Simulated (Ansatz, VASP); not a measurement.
SiC: VASP beside Ansatz

Contents of POSCAR:

```
SiC
1.0
    0.0000000000      2.1769966200      2.1769966200
    2.1769966200      0.0000000000      2.1769966200
    2.1769966200      2.1769966200      0.0000000000
Si C
1 1
Direct
    0.7500000000      0.7500000000      0.7500000000
    0.0000000000      0.0000000000      0.0000000000
```

INCAR.step1

```
SYSTEM = SiC
PREC     = Accurate       ! precision mode
ENCUT    = 520            ! plane-wave cutoff, eV
ISMEAR   = 0              ! smearing method
SIGMA    = 0.1            ! smearing width, eV
LREAL    = .FALSE.        ! projectors in reciprocal space
LASPH    = .TRUE.         ! aspherical terms in the spheres
NELM     = 80             ! most SCF steps
NBANDS   = 11             ! bands
GGA      = PE             ! functional
ALGO     = Normal         ! electronic algorithm
EDIFF    = 1E-4           ! SCF threshold, eV
LWAVE    = .TRUE.         ! write WAVECAR
LCHARG   = .FALSE.        ! write CHGCAR
```

File INCAR.step2:

```
SYSTEM = SiC
PREC     = Accurate       ! precision mode
ENCUT    = 520            ! plane-wave cutoff, eV
EDIFF    = 1E-7           ! SCF threshold, eV
ISMEAR   = 0              ! smearing method
SIGMA    = 0.1            ! smearing width, eV
LREAL    = .FALSE.        ! projectors in reciprocal space
LASPH    = .TRUE.         ! aspherical terms in the spheres
NELM     = 80             ! most SCF steps
ALGO     = Normal         ! electronic algorithm
ISIF     = 2              ! what is computed and relaxed
LWAVE    = .FALSE.        ! write WAVECAR
LCHARG   = .TRUE.         ! write CHGCAR
METAGGA  = R2SCAN         ! meta-GGA
LMIXTAU  = .TRUE.       
LELF     = .TRUE.         ! ELF
LVHAR    = .TRUE.       
NBANDS   = 11             ! bands
ISTART   = 1
```

The input KPOINTS:

```
Automatic mesh
0
G
  8 8 8
  0 0 0
```

Input for Ansatz:

```yaml
crystal:
  lattice:
    - [0.0, 2.17699662, 2.17699662]
    - [2.17699662, 0.0, 2.17699662]
    - [2.17699662, 2.17699662, 0.0]
  atoms:
    - { symbol: Si, position: [0.75, 0.75, 0.75] }
    - { symbol: C, position: [0.0, 0.0, 0.0] }
basis:
  ecutwfc: 500
kpoints:
  mp_grid: { grid: [8, 8, 8] }
hamiltonian:
  xc: r2scan
  pseudopotentials: { kind: paw, azcp: { folder: soft_1 } }
scf:
  occupations: { method: gaussian, width: 0.1 }
output:
  forces: true
  stress: true
  eigenvalues: true
```

Alike in both runs: task single point; functional r2SCAN; k mesh 8 × 8 × 8; occupations gaussian, width 0.1 eV; no spin polarisation.

```csv
,VASP,Ansatz
version,VASP 6.6.1,Ansatz 0.2.0
potentials or method,"VASP PAW PBE potentials, release 64 (Si, C), cutoff 520 eV","scalar-relativistic, plane waves, PAW"
valence electrons in the cell,8,8
```

|  | VASP | Ansatz | Ansatz less VASP |
| --- | --- | --- | --- |
| gap on the k mesh at the Fermi level (eV) | 1.72 | 1.71 | -0.013 |
| least direct gap on the mesh (eV) | 5.06 | 5.05 | -0.008 |
| pressure (GPa) | 0.2 | 0.4 | +0.23 |

VASP's potentials were made for PBE, not for r2SCAN. With one functional, cell and mesh, what is left measures potentials, basis and numerics.
